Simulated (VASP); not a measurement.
# Nb5Pd3 (I4/mmm) in VASP: notebook, part 2 of 2

VASP 6.6.1. Earlier steps stand in the parts before.

## (3) Relaxation of volume and atoms at fixed shape, LDA

This run uses another cell than the first one, of 16.95 Å³/atom.

File INCAR:

```
SYSTEM = Nb5Pd3
PREC = Accurate
ENCUT = 500
EDIFF = 1E-7
ISMEAR = 1
SIGMA = 0.05
LREAL = .FALSE.
LASPH = .TRUE.
NELM = 120
ALGO = Normal
ISIF = 8
LWAVE = .FALSE.
LCHARG = .FALSE.
IBRION = 2
NSW = 80
EDIFFG = -0.03
GGA_COMPAT = .FALSE.
NELMIN = 4
```

File KPOINTS:

```
Automatic mesh
0
G
  5 5 5
  0 0 0
```

File POSCAR:

```
Nb5Pd3
1.0
    0.0000000000      4.0775000000      4.0775000000
    4.0775000000      0.0000000000      4.0775000000
    4.0775000000      4.0775000000      0.0000000000
Nb Pd
5 3
Direct
    0.0000000000      0.0000000000      0.0000000000
    0.0000000000      0.0000000000      0.5000000000
    0.0000000000      0.5000000000      0.0000000000
    0.5000000000      0.0000000000      0.5000000000
    0.5000000000      0.5000000000      0.5000000000
    0.0000000000      0.5000000000      0.5000000000
    0.5000000000      0.0000000000      0.0000000000
    0.5000000000      0.5000000000      0.0000000000
```

Potentials or basis: VASP PAW LDA potentials, release 64 (Nb_sv, Pd).

Launch:

```sh
cat potpaw_LDA.64/Nb_sv/POTCAR potpaw_LDA.64/Pd/POTCAR > POTCAR
mpirun -np 1 vasp_std > vasp.out
```

OUTCAR:

```text
SYSTEM = Nb5Pd3
   PREC = Accurate
   ENCUT = 500
   EDIFF = 1E-7
   ISMEAR = 1
   LREAL = .FALSE.
   LASPH = .TRUE.
   NELM = 120
   ISIF = 8
   IBRION = 2
   NSW = 80
   EDIFFG = -0.03
   NELMIN = 4

 ion  position               nearest neighbor table
   1  0.000  0.000  0.000-   2 2.88   3 2.88   7 2.88   2 2.88   4 2.88   6 2.88   3 2.88   6 2.88
                             8 2.88   4 2.88   7 2.88   8 2.88
   2  0.000  0.000  0.500-   1 2.88   4 2.88   6 2.88   1 2.88   3 2.88   7 2.88   3 2.88   5 2.88
                             6 2.88   4 2.88   5 2.88   7 2.88
   3  0.000  0.500  0.000-   1 2.88   6 2.88   8 2.88   2 2.88   5 2.88   6 2.88   1 2.88   2 2.88
                             7 2.88   5 2.88   7 2.88   8 2.88
   4  0.500  0.000  0.500-   2 2.88   5 2.88   7 2.88   1 2.88   7 2.88   8 2.88   5 2.88   6 2.88
                             8 2.88   1 2.88   2 2.88   6 2.88
   5  0.500  0.500  0.500-   4 2.88   6 2.88   8 2.88   3 2.88   7 2.88   8 2.88   2 2.88   4 2.88
                             7 2.88   2 2.88   3 2.88   6 2.88
   6  0.000  0.500  0.500-   2 2.88   3 2.88   5 2.88   1 2.88   3 2.88   8 2.88   1 2.88   2 2.88
                             4 2.88   4 2.88   5 2.88   8 2.88
   7  0.500  0.000  0.000-   1 2.88   4 2.88   8 2.88   2 2.88   4 2.88   5 2.88   3 2.88   5 2.88
                             8 2.88   1 2.88   2 2.88   3 2.88
   8  0.500  0.500  0.000-   3 2.88   5 2.88   7 2.88   4 2.88   5 2.88   6 2.88   1 2.88   4 2.88
                             7 2.88   1 2.88   3 2.88   6 2.88

  LATTYP: Found a face centered cubic cell.
 ALAT       =     8.1550000000

  Lattice vectors:

 A1 = (   0.0000000000,   4.0775000000,   4.0775000000)
 A2 = (   4.0775000000,   0.0000000000,   4.0775000000)
 A3 = (   4.0775000000,   4.0775000000,   0.0000000000)

Analysis of symmetry for initial positions (statically):
=====================================================================
 Subroutine PRICEL returns:
 Original cell was already a primitive cell.

 Routine SETGRP: Setting up the symmetry group for a
 face centered cubic supercell.

 Subroutine GETGRP returns: Found 16 space group operations
 (whereof  4 operations were pure point group operations)
 out of a pool of 48 trial point group operations.

The static configuration has the point symmetry C_2h.
 The point group associated with its full space group is D_4h.

Analysis of symmetry for dynamics (positions and initial velocities):
=====================================================================
 Subroutine PRICEL returns:
 Original cell was already a primitive cell.

 Routine SETGRP: Setting up the symmetry group for a
 face centered cubic supercell.

 Subroutine GETGRP returns: Found 16 space group operations
 (whereof  4 operations were pure point group operations)
 out of a pool of 48 trial point group operations.

The dynamic configuration has the point symmetry C_2h.
 The point group associated with its full space group is D_4h.

 Subroutine INISYM returns: Found 16 space group operations
 (whereof  4 operations are pure point group operations),
 and found     1 'primitive' translations

----------------------------------------------------------------------------------------

                                     Primitive cell

  volume of cell :     135.5851

  direct lattice vectors                    reciprocal lattice vectors
     0.000000000  4.077500000  4.077500000    -0.122624157  0.122624157  0.122624157
     4.077500000  0.000000000  4.077500000     0.122624157 -0.122624157  0.122624157
     4.077500000  4.077500000  0.000000000     0.122624157  0.122624157 -0.122624157

  length of vectors
     5.766455801  5.766455801  5.766455801     0.212391270  0.212391270  0.212391270

  position of ions in fractional coordinates (direct lattice)
     0.000000000  0.000000000  0.000000000
     0.000000000  0.000000000  0.500000000
[... 45 lines left out ...]
            Coordinates               Weight
  0.000000  0.000000  0.000000      1.000000
  0.200000  0.000000  0.000000      8.000000
  0.400000  0.000000  0.000000      8.000000
  0.200000  0.200000  0.000000      4.000000
  0.200000  0.000000  0.200000      2.000000
  0.400000  0.200000  0.000000     16.000000
[... 10 lines left out ...]
  0.200000 -0.400000  0.400000      8.000000
  0.400000  0.200000 -0.400000      8.000000
   k-points           NKPTS =     18   k-points in BZ     NKDIM =     18   number of bands    NBANDS=     57
   number of dos      NEDOS =    301   number of ions     NIONS =      8
   total plane-waves  NPLWV =  74088
   dimension x,y,z NGX =    42 NGY =   42 NGZ =   42
   dimension x,y,z NGXF=    84 NGYF=   84 NGZF=   84
   ions per type =               5   3
   NGX,Y,Z   is equivalent  to a cutoff of  12.11, 12.11, 12.11 a.u.
   NGXF,Y,Z  is equivalent  to a cutoff of  24.22, 24.22, 24.22 a.u.
 SYSTEM =  Nb5Pd3
   PREC   = accura    normal or accurate (medium, high low for compatibility)
   ISTART =      0    job   : 0-new  1-cont  2-samecut
   ICHARG =      2    charge: 1-file 2-atom 10-const
   ISPIN  =      1    spin polarized calculation?
   LNONCOLLINEAR =      F non collinear calculations
   LSORBIT =      F    spin-orbit coupling
   LASPH  =      T    aspherical Exc in radial PAW
   ENCUT  =  500.0 eV  36.75 Ry    6.06 a.u.  10.51 10.51 10.51*2*pi/ulx,y,z
   NELM   =    120;   NELMIN=  4; NELMDL= -5     # of ELM steps
   EDIFF  = 0.1E-06   stopping-criterion for ELM
   LREAL  =      F    real-space projection
   EDIFFG = -.3E-01   stopping-criterion for IOM
   NSW    =     80    number of steps for IOM
   IBRION =      2    ionic relax: 0-MD 1-quasi-New 2-CG
   NFREE  =      1    steps in history (QN), initial steepest desc. (CG)
   ISIF   =      8    stress and relaxation
   ISYM   =      2    0-nonsym 1-usesym 2-fastsym
   POTIM  = 0.5000    time-step for ionic-motion
   TEBEG  =    0.0;   TEEND  =   0.0 temperature during run
   PSTRESS=    0.0 pullay stress
   NELECT =      95.0000    total number of electrons
   NUPDOWN=      -1.0000    fix difference up-down
   EMIN   =  10.00;   EMAX   =-10.00  energy-range for DOS
   EFERMI =   0.00;   METHOD = LEGACY
   ISMEAR =     1;   SIGMA  =   0.05  broadening in eV -4-tet -1-fermi 0-gaus
   EFERMI_NEDOS =   21; number of points for ismear=-14 and -15
   IALGO  =     38    algorithm
   IMIX   =      4    mixing-type and parameters
     AMIX     =   0.40;   BMIX     =  1.00
     AMIX_MAG =   1.60;   BMIX_MAG =  1.00
  volume/ion in A,a.u.               =      16.95       114.37
  Fermi-wavevector in a.u.,A,eV,Ry     =   1.454048  2.747752 28.766192  2.114255
  Thomas-Fermi vector in A             =   2.571244
   LORBIT       =      0    0 simple, 1 ext, 2 COOP (PROOUT), +10 PAW based schemes
   GGA     = CA    functional components
   LHFCALC =     F    Hartree Fock is set to
   AEXX    =    0.0000 exact exchange contribution
   IVDW    =     0    specifies the selected vdW correction
   LEPSILON=     F    determine dielectric tensor
   LRPA    =     F    only Hartree local field effects (RPA)
 conjugate gradient relaxation of ions
 non-spin polarized calculation
 Methfessel and Paxton  Order N= 1 SIGMA  =   0.05
  energy-cutoff  :      500.00
  volume of cell :      135.59
 maximum number of plane-waves:      3479
 NGX is ok and might be reduce to    42
   NGX = 21   NGY = 21   NGZ = 21

--------------------------------------- Ionic step        1  -------------------------------------------

 number of electron      95.0000009 magnetization

 Free energy of the ion-electron system (eV)
  ---------------------------------------------------
  ext. energy  EPLUGINS =         0.00000000
  ---------------------------------------------------
  free energy    TOTEN  =       -76.69529115 eV

  energy without entropy =      -76.69263874  energy(sigma->0) =      -76.69440701

------------------------ aborting loop because EDIFF is reached ----------------------------------------

  FORCE on cell =-STRESS in cart. coord.  units (eV):
  Direction    XX          YY          ZZ          XY          YZ          ZX
  --------------------------------------------------------------------------------------
  -------------------------------------------------------------------------------------
  Total      -10.3069154     -9.0741235    -10.3069154      0.0000000     -0.0000000      0.0000000
  in kB     -121.7944193   -107.2268042   -121.7944193      0.0000000     -0.0000000      0.0000000
  external PRESSURE =    -116.9385476 kB  Pullay stress =       0.0000000 kB
[... 113 lines left out ...]
--------------------------------------- Ionic step        4  -------------------------------------------

 number of electron      95.0000007 magnetization

 Free energy of the ion-electron system (eV)
  ---------------------------------------------------
  ext. energy  EPLUGINS =         0.00000000
  ---------------------------------------------------
  free energy    TOTEN  =       -77.01391063 eV

  energy without entropy =      -77.01101451  energy(sigma->0) =      -77.01294526

 E-fermi :  11.8882     XC(G=0): -13.2747

 val. band max:       11.8872809153   @ k =  -0.4000   0.4000   0.2000
 cond. band min:      11.8930314364   @ k =  -0.4000   0.2000   0.0000
 fundamental gap:      0.0057505211
 Fermi energy:        11.8882492342

 k-point     1 :       0.0000    0.0000    0.0000
  band No.  band energies     occupation
      1     -42.5892      2.00000
      2     -42.4218      2.00000
      3     -42.4218      2.00000
      4     -42.3011      2.00000
      5     -42.1661      2.00000
      6     -19.6232      2.00000
[... 1104 lines left out ...]
  FREE ENERGIE OF THE ION-ELECTRON SYSTEM (eV)
  ---------------------------------------------------
  free  energy   TOTEN  =       -77.0139106333 eV

  energy  without entropy=      -77.0110145100  energy(sigma->0) =      -77.01294526

 reached required accuracy - stopping structural energy minimisation
```

Wall time 7 min (1 thread of Intel Xeon 6975P-C (Granite Rapids), shared host); peak memory 0.28 GiB.

Results:

```yaml
Free_energy: -77.0139 eV
Relaxed_volume: 15.92 Å³/atom
Relaxed_cell: a = 5.648 Å, b = 5.648 Å, c = 5.648 Å, α = 60.00°, β = 60.00°, γ = 60.00°
Space_group_after_relaxing_to_0.1_Å: I4/mmm (No. 139)
Energy_gained_by_relaxing: 39.8 meV/atom
Ionic_steps: 4
Pressure_after_relaxing: -0.1 GPa
Band_gap_on_the_k_mesh: zero (an odd number of electrons rules out a gap without spin polarisation)
```

Step by step:
| step | energy change (eV) | largest force (eV/Å) | pressure (GPa) | volume (Å³) |
| --- | --- | --- | --- | --- |
| 1 | 0.0000 | 0.0000 | -11.69 | 135.59 |
| 2 | 1.0722 | 0.0000 | 34.06 | 112.73 |
| 3 | -0.3181 | 0.0000 | -0.55 | 127.65 |
| 4 | -0.3186 | 0.0000 | -0.08 | 127.37 |

Final structure:
```yaml
crystal:
  lattice:
    - [0.00000, 3.99345, 3.99345]
    - [3.99345, 0.00000, 3.99345]
    - [3.99345, 3.99345, 0.00000]
  atoms:
    - { symbol: Nb, position: [0.00000, 0.00000, 0.00000] }
    - { symbol: Nb, position: [0.00000, 0.00000, 0.50000] }
    - { symbol: Nb, position: [0.00000, 0.50000, 0.00000] }
    - { symbol: Nb, position: [0.50000, 0.00000, 0.50000] }
    - { symbol: Nb, position: [0.50000, 0.50000, 0.50000] }
    - { symbol: Pd, position: [0.00000, 0.50000, 0.50000] }
    - { symbol: Pd, position: [0.50000, 0.00000, 0.00000] }
    - { symbol: Pd, position: [0.50000, 0.50000, 0.00000] }
```

Levels at points of the mesh, in eV from the Fermi level:
| k point | band 44 | band 45 | band 46 | band 47 | band 48 | band 49 | band 50 | band 51 |
| --- | --- | --- | --- | --- | --- | --- | --- | --- |
| (0.00, 0.00, 0.00) | -0.11 | 0.03 | 0.11 | 0.77 | 0.77 | 1.32 | 1.63 | 2.51 |
